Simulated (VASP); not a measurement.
# C (Pm-3m) in VASP: a series of runs

Runs on C. Level: r2SCAN. Tasks: single point.

Everything below comes from runs of VASP 6.6.1. Logs are shortened: lines on timing, memory, paths and dates and some standing lists are left out, and cuts for length are marked.

**1. The cell of the first run**

The structure is cubic, space group Pm-3m (No. 221). The conventional cell has a = 1.793 Å, b = 1.793 Å, c = 1.793 Å, α = 90.00°, β = 90.00°, γ = 90.00°. Within 2.4 Å of C (site symmetry m-3m) lie 6 C at 1.79 Å.

**2. Single point, r2SCAN (5.77 Å³/atom)**

The input, POSCAR:

```
C
1.0
    1.7932606855      0.0000000000      0.0000000000
    0.0000000000      1.7932606855      0.0000000000
    0.0000000000      0.0000000000      1.7932606855
C
1
Direct
    0.0000000000      0.0000000000      0.0000000000
```

The input, INCAR.step1:

```
  PREC = Accurate
  ENCUT = 520
  ISMEAR = -1
  SIGMA = 0.1
  LREAL = False
  LASPH = True
  NELM = 100
  NBANDS = 8
  GGA = PE
  ALGO = Normal
  EDIFF = 1E-4
  LWAVE = True
  LCHARG = False
```

The input, INCAR.step2:

```
  PREC = Accurate
  ENCUT = 520
  EDIFF = 1E-6
  ISMEAR = -1
  SIGMA = 0.1
  LREAL = False
  LASPH = True
  NELM = 100
  ALGO = Normal
  ISIF = 2
  LWAVE = False
  LCHARG = True
  METAGGA = R2SCAN
  LMIXTAU = True
  LELF = True
  LVHAR = True
  NBANDS = 8
  ISTART = 1
```

The input, KPOINTS:

```
regular mesh
0
Gamma
  20 20 20
```

Potentials or basis: VASP PAW PBE potentials, release 64 (C).

Run with:

```bash
> cat potpaw_PBE.64/C/POTCAR > POTCAR
> cp INCAR.step1 INCAR
> mpirun -np 1 vasp_std > vasp.out
> cp INCAR.step2 INCAR
> mpirun -np 1 vasp_std > vasp.out
```

OUTCAR:

```text
PREC = Accurate
   ENCUT = 520
   EDIFF = 1E-6
   ISMEAR = -1
   LREAL = False
   LASPH = True
   NELM = 100
   ISIF = 2
   METAGGA = R2SCAN
   ISTART = 1

 ion  position               nearest neighbor table
   1  0.000  0.000  0.000-

  LATTYP: Found a simple cubic cell.
 ALAT       =     1.7932606855

  Lattice vectors:

 A1 = (   1.7932606855,   0.0000000000,   0.0000000000)
 A2 = (   0.0000000000,   1.7932606855,   0.0000000000)
 A3 = (   0.0000000000,   0.0000000000,   1.7932606855)

Analysis of symmetry for initial positions (statically):
=====================================================================
 Subroutine PRICEL returns:
 Original cell was already a primitive cell.

 Routine SETGRP: Setting up the symmetry group for a
 simple cubic supercell.

 Subroutine GETGRP returns: Found 48 space group operations
 (whereof 48 operations were pure point group operations)
 out of a pool of 48 trial point group operations.

The static configuration has the point symmetry O_h .

Analysis of symmetry for dynamics (positions and initial velocities):
=====================================================================
 Subroutine PRICEL returns:
 Original cell was already a primitive cell.

 Routine SETGRP: Setting up the symmetry group for a
 simple cubic supercell.

 Subroutine GETGRP returns: Found 48 space group operations
 (whereof 48 operations were pure point group operations)
 out of a pool of 48 trial point group operations.

The dynamic configuration has the point symmetry O_h .

 Subroutine INISYM returns: Found 48 space group operations
 (whereof 48 operations are pure point group operations),
 and found     1 'primitive' translations

----------------------------------------------------------------------------------------

                                     Primitive cell

  volume of cell :       5.7667

  direct lattice vectors                    reciprocal lattice vectors
     1.793260685  0.000000000  0.000000000     0.557643408  0.000000000  0.000000000
     0.000000000  1.793260685  0.000000000     0.000000000  0.557643408  0.000000000
     0.000000000  0.000000000  1.793260685     0.000000000  0.000000000  0.557643408

  length of vectors
     1.793260685  1.793260685  1.793260685     0.557643408  0.557643408  0.557643408

  position of ions in fractional coordinates (direct lattice)
[... 71 lines left out ...]
   ISPIN  =      1    spin polarized calculation?
   LNONCOLLINEAR =      F non collinear calculations
   LSORBIT =      F    spin-orbit coupling
   LASPH  =      T    aspherical Exc in radial PAW
   ENCUT  =  520.0 eV  38.22 Ry    6.18 a.u.   3.33  3.33  3.33*2*pi/ulx,y,z
   NELM   =    100;   NELMIN=  2; NELMDL=  0     # of ELM steps
   EDIFF  = 0.1E-05   stopping-criterion for ELM
   LREAL  =      F    real-space projection
   EDIFFG = 0.1E-04   stopping-criterion for IOM
   NSW    =      0    number of steps for IOM
   IBRION =     -1    ionic relax: 0-MD 1-quasi-New 2-CG
   NFREE  =      0    steps in history (QN), initial steepest desc. (CG)
   ISIF   =      2    stress and relaxation
   ISYM   =      2    0-nonsym 1-usesym 2-fastsym
   POTIM  = 0.5000    time-step for ionic-motion
   TEBEG  =    0.0;   TEEND  =   0.0 temperature during run
   PSTRESS=    0.0 pullay stress
   NELECT =       4.0000    total number of electrons
   NUPDOWN=      -1.0000    fix difference up-down
   EMIN   =  10.00;   EMAX   =-10.00  energy-range for DOS
   EFERMI =   0.00;   METHOD = LEGACY
   ISMEAR =    -1;   SIGMA  =   0.10  broadening in eV -4-tet -1-fermi 0-gaus
   EFERMI_NEDOS =   21; number of points for ismear=-14 and -15
   IALGO  =     38    algorithm
   IMIX   =      4    mixing-type and parameters
     AMIX     =   0.40;   BMIX     =  1.00
     AMIX_MAG =   1.60;   BMIX_MAG =  1.00
  volume/ion in A,a.u.               =       5.77        38.92
  Fermi-wavevector in a.u.,A,eV,Ry     =   1.449166  2.738526 28.573343  2.100081
  Thomas-Fermi vector in A             =   2.566924
   LORBIT       =      0    0 simple, 1 ext, 2 COOP (PROOUT), +10 PAW based schemes
   METAGGA = R2SCAN    functional components
   LHFCALC =     F    Hartree Fock is set to
   AEXX    =    0.0000 exact exchange contribution
   IVDW    =     0    specifies the selected vdW correction
   LEPSILON=     F    determine dielectric tensor
   LRPA    =     F    only Hartree local field effects (RPA)
 non-spin polarized calculation
  energy-cutoff  :      520.00
  volume of cell :        5.77
 maximum number of plane-waves:       171
 NGX is ok and might be reduce to    14
   NGX =  7   NGY =  7   NGZ =  7

 number of electron       4.0000000 magnetization

 Free energy of the ion-electron system (eV)
  ---------------------------------------------------
  ext. energy  EPLUGINS =         0.00000000
  ---------------------------------------------------
  free energy    TOTEN  =        -7.03174467 eV

  energy without entropy =       -7.02161638  energy(sigma->0) =       -7.02668053

 E-fermi :  10.2135     XC(G=0): -14.7195

 val. band max:       10.2006149821   @ k =   0.5000   0.4000   0.4000
 cond. band min:      10.2252887070   @ k =   0.2500   0.1500   0.1000
 fundamental gap:      0.0246737249
 Fermi energy:        10.2134907892

 k-point     1 :       0.0000    0.0000    0.0000
  band No.  band energies     occupation
      1     -12.4866      2.00000
      2      20.0839      0.00000
      3      20.0839      0.00000
      4      20.0839      0.00000
      5      36.5500      0.00000
      6      36.5500      0.00000
      7      42.5390      0.00000
      8      67.9533      0.00000
[... 243 lines left out ...]
 k-point    24 :       0.2000    0.1000    0.0000
  band No.  band energies     occupation
      1     -10.4742      2.00000
      2      12.3566      0.00000
      3      18.8466      0.00000
      4      21.3643      0.00000
      5      40.2347      0.00000
      6      41.6443      0.00000
      7      46.3185      0.00000
      8      58.3477      0.00000

 [... further k-points ...]
[... 5 lines left out ...]
  --------------------------------------------------------------------------------------
  -------------------------------------------------------------------------------------
  Total       -0.2666826     -0.2666826     -0.2666826     -0.0000000      0.0000000      0.0000000
  in kB      -74.0926363    -74.0926363    -74.0926363     -0.0000000      0.0000000      0.0000000
  external PRESSURE =     -74.0926363 kB  Pullay stress =       0.0000000 kB

 VOLUME and BASIS-vectors are now :
 -----------------------------------------------------------------------------
  energy-cutoff  :      520.00
  volume of cell :        5.77
      direct lattice vectors                 reciprocal lattice vectors
     1.793260685  0.000000000  0.000000000     0.557643408  0.000000000  0.000000000
     0.000000000  1.793260685  0.000000000     0.000000000  0.557643408  0.000000000
     0.000000000  0.000000000  1.793260685     0.000000000  0.000000000  0.557643408

 POSITION                                       TOTAL-FORCE (eV/Angst)
 -----------------------------------------------------------------------------------
      0.00000      0.00000      0.00000         0.000000      0.000000      0.000000
 -----------------------------------------------------------------------------------
    total drift:                               -0.000000     -0.000000     -0.000000

  FREE ENERGIE OF THE ION-ELECTRON SYSTEM (eV)
  ---------------------------------------------------
  free  energy   TOTEN  =        -7.0317446712 eV

  energy  without entropy=       -7.0216163793  energy(sigma->0) =       -7.02668053
```

OUTCAR.step1:

```text
PREC = Accurate
   ENCUT = 520
   ISMEAR = -1
   LREAL = False
   LASPH = True
   NELM = 100
[... 479 lines left out ...]
 POSITION                                       TOTAL-FORCE (eV/Angst)
 -----------------------------------------------------------------------------------
      0.00000      0.00000      0.00000         0.000000      0.000000      0.000000
 -----------------------------------------------------------------------------------
    total drift:                               -0.000000     -0.000000     -0.000000

  FREE ENERGIE OF THE ION-ELECTRON SYSTEM (eV)
  ---------------------------------------------------
  free  energy   TOTEN  =        -6.4626403443 eV

  energy  without entropy=       -6.4515258242  energy(sigma->0) =       -6.45708308
```

OSZICAR.step1:

```text
N       E                     dE             d eps       ncg     rms          rms(c)
DAV:   1    -0.487730195345E+01   -0.48773E+01   -0.26226E+03  5264   0.501E+02
DAV:   2    -0.646352248534E+01   -0.15862E+01   -0.14480E+01  5888   0.291E+01
DAV:   3    -0.646741250765E+01   -0.38900E-02   -0.38889E-02  5368   0.150E+00
DAV:   4    -0.646741329712E+01   -0.78948E-06   -0.78879E-06  6792   0.199E-02
DAV:   5    -0.646741329778E+01   -0.65813E-09   -0.16516E-09  4928   0.133E-04    0.182E+00
DAV:   6    -0.646114193683E+01    0.62714E-02   -0.86820E-03  4920   0.608E-01    0.113E+00
DAV:   7    -0.646252024015E+01   -0.13783E-02   -0.13099E-02  4968   0.811E-01    0.125E-01
DAV:   8    -0.646264149286E+01   -0.12125E-03   -0.23544E-04  4952   0.116E-01    0.194E-02
DAV:   9    -0.646264034434E+01    0.11485E-05   -0.16744E-05  2704   0.279E-02
   1 F= -.64626403E+01 E0= -.64570831E+01  d E =-.111145E-01
```

It took 9.4 s on 1 thread of Intel Xeon 6975P-C (Granite Rapids), shared host; peak memory 0.11 GiB.

Results:

```
Free energy            : -7.0317 eV
Pressure               : -7.4 GPa
Band gap on the k mesh : zero (bands 2 and 3 overlap by 13.16 eV)
```

Caveat: the cell stands under tension; the PAW data sets were made with another functional, which shifts forces and pressure a little.

**3. Single point, r2SCAN (6.21 Å³/atom)**

This run uses another cell than the first one, of 6.21 Å³/atom.

The input, POSCAR:

```
C
1.0
    1.8381106660      0.0000000000      0.0000000000
    0.0000000000      1.8381106660      0.0000000000
    0.0000000000      0.0000000000      1.8381106660
C
1
Direct
    0.0000000000      0.0000000000      0.0000000000
```

The input, INCAR.step1:

```
SYSTEM = C
PREC = Accurate
ENCUT = 520
ISMEAR = -1
SIGMA = 0.1
LREAL = .FALSE.
LASPH = .TRUE.
NELM = 80
NBANDS = 8
GGA = PE
ALGO = Normal
EDIFF = 1E-4
LWAVE = .TRUE.
LCHARG = .FALSE.
```

The input, INCAR.step2:

```
SYSTEM = C
PREC = Accurate
ENCUT = 520
EDIFF = 1E-6
ISMEAR = -1
SIGMA = 0.1
LREAL = .FALSE.
LASPH = .TRUE.
NELM = 80
ALGO = Normal
ISIF = 2
LWAVE = .FALSE.
LCHARG = .FALSE.
METAGGA = R2SCAN
LMIXTAU = .TRUE.
NBANDS = 8
ISTART = 1
```

The input, KPOINTS:

```
regular mesh
0
G
  20 20 20
  0 0 0
```

Potentials or basis: VASP PAW PBE potentials, release 64 (C).

Run with:

```bash
> cat potpaw_PBE.64/C/POTCAR > POTCAR
> cp INCAR.step1 INCAR
> mpirun -np 1 vasp_std > vasp.out
> cp INCAR.step2 INCAR
> mpirun -np 1 vasp_std > vasp.out
```

OUTCAR:

```text
SYSTEM = C
   PREC = Accurate
   ENCUT = 520
   EDIFF = 1E-6
   ISMEAR = -1
   LREAL = .FALSE.
   LASPH = .TRUE.
   NELM = 80
   ISIF = 2
   METAGGA = R2SCAN
   ISTART = 1

 ion  position               nearest neighbor table
   1  0.000  0.000  0.000-

  LATTYP: Found a simple cubic cell.
 ALAT       =     1.8381106660

  Lattice vectors:

 A1 = (   1.8381106660,   0.0000000000,   0.0000000000)
 A2 = (   0.0000000000,   1.8381106660,   0.0000000000)
[... 190 lines left out ...]
      8      64.2536      0.00000
[... 243 lines left out ...]
 k-point    24 :       0.2000    0.1000    0.0000
  band No.  band energies     occupation
      1     -10.5818      2.00000
      2      11.1872      0.00000
      3      17.2109      0.00000
      4      19.5520      0.00000
      5      38.0613      0.00000
      6      39.0051      0.00000
      7      43.6656      0.00000
      8      55.2417      0.00000

 [... further k-points ...]
[... 5 lines left out ...]
  --------------------------------------------------------------------------------------
  -------------------------------------------------------------------------------------
  Total       -1.0313733     -1.0313733     -1.0313733     -0.0000000     -0.0000000      0.0000000
  in kB     -266.0795627   -266.0795627   -266.0795627     -0.0000000     -0.0000000      0.0000000
  external PRESSURE =    -266.0795627 kB  Pullay stress =       0.0000000 kB

 VOLUME and BASIS-vectors are now :
 -----------------------------------------------------------------------------
  energy-cutoff  :      520.00
  volume of cell :        6.21
      direct lattice vectors                 reciprocal lattice vectors
     1.838110666  0.000000000  0.000000000     0.544036884  0.000000000  0.000000000
     0.000000000  1.838110666  0.000000000     0.000000000  0.544036884  0.000000000
     0.000000000  0.000000000  1.838110666     0.000000000  0.000000000  0.544036884

 POSITION                                       TOTAL-FORCE (eV/Angst)
 -----------------------------------------------------------------------------------
      0.00000      0.00000      0.00000         0.000000      0.000000      0.000000
 -----------------------------------------------------------------------------------
    total drift:                               -0.000000     -0.000000     -0.000000

  FREE ENERGIE OF THE ION-ELECTRON SYSTEM (eV)
  ---------------------------------------------------
  free  energy   TOTEN  =        -6.9834363974 eV

  energy  without entropy=       -6.9734341201  energy(sigma->0) =       -6.97843526
```

OUTCAR.step1:

```text
SYSTEM = C
   PREC = Accurate
   ENCUT = 520
   ISMEAR = -1
   LREAL = .FALSE.
   LASPH = .TRUE.
[... 479 lines left out ...]

 POSITION                                       TOTAL-FORCE (eV/Angst)
 -----------------------------------------------------------------------------------
      0.00000      0.00000      0.00000         0.000000      0.000000      0.000000
 -----------------------------------------------------------------------------------
    total drift:                               -0.000000     -0.000000     -0.000000

  FREE ENERGIE OF THE ION-ELECTRON SYSTEM (eV)
  ---------------------------------------------------
  free  energy   TOTEN  =        -6.4119060113 eV

  energy  without entropy=       -6.4011887232  energy(sigma->0) =       -6.40654737
```

Run time: 8.6 s. Hardware: 1 thread of Intel Xeon 6975P-C (Granite Rapids), shared host; peak memory 0.11 GiB.

Results:

| Property | Result |
| --- | --- |
| Free energy | -6.9834 eV |
| Pressure | -26.6 GPa |
| Band gap on the k mesh | zero (bands 2 and 3 overlap by 12.96 eV) |

Caveat: the cell stands under tension; the PAW data sets were made with another functional, which shifts forces and pressure a little.

The gap in the log of VASP goes by the Fermi energy; the results here count the filled bands.